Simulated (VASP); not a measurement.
## Rh: single point with r2SCAN

Crystal: Rh.

```
CELL_PARAMETERS angstrom
0.00000 1.90155 1.90155
1.90155 0.00000 1.90155
1.90155 1.90155 0.00000
ATOMIC_POSITIONS crystal
Rh 0.00000 0.00000 0.00000
```

```yaml
Program: VASP 6.6.1
Task: single point
Functional: r2SCAN
Potentials_or_basis: VASP PAW PBE potentials, release 64 (Rh_sv_GW)
Cutoff: 680 eV
k_mesh: 8 × 8 × 8
Occupations: gaussian, width 0.1 eV
Spin: no spin polarisation
Dipole_correction: no
Further_INCAR_settings: ALGO = Normal; EDIFF = 1e-06; NBANDS = 14
```

```
Pressure               : 0.1 GPa
Band gap on the k mesh : zero (an odd number of electrons rules out a gap without spin polarisation)
```

Levels at points of the mesh, in eV from the Fermi level:
| k point | band 4 | band 5 | band 6 | band 7 | band 8 | band 9 | band 10 | band 11 | band 12 | band 13 |
| --- | --- | --- | --- | --- | --- | --- | --- | --- | --- | --- |
| (0.00, 0.00, 0.00) | -47.81 | -8.18 | -3.18 | -3.18 | -3.18 | -1.09 | -1.09 | 16.41 | 22.07 | 22.07 |
| (0.50, 0.00, 0.00) | -47.92 | -6.35 | -3.30 | -3.30 | 0.57 | 0.57 | 0.87 | 9.07 | 16.03 | 21.97 |
| (0.50, 0.50, 0.00) | -48.09 | -6.56 | -6.18 | 0.49 | 1.03 | 1.03 | 3.44 | 12.85 | 13.92 | 13.92 |

It took 52 s on 1 thread of AMD EPYC 7R43 64-Core Processor (Zen 3), with other jobs on the host, peak memory 0.12 GiB.

Caveat: the PAW data sets were made with another functional, which shifts forces and pressure a little.
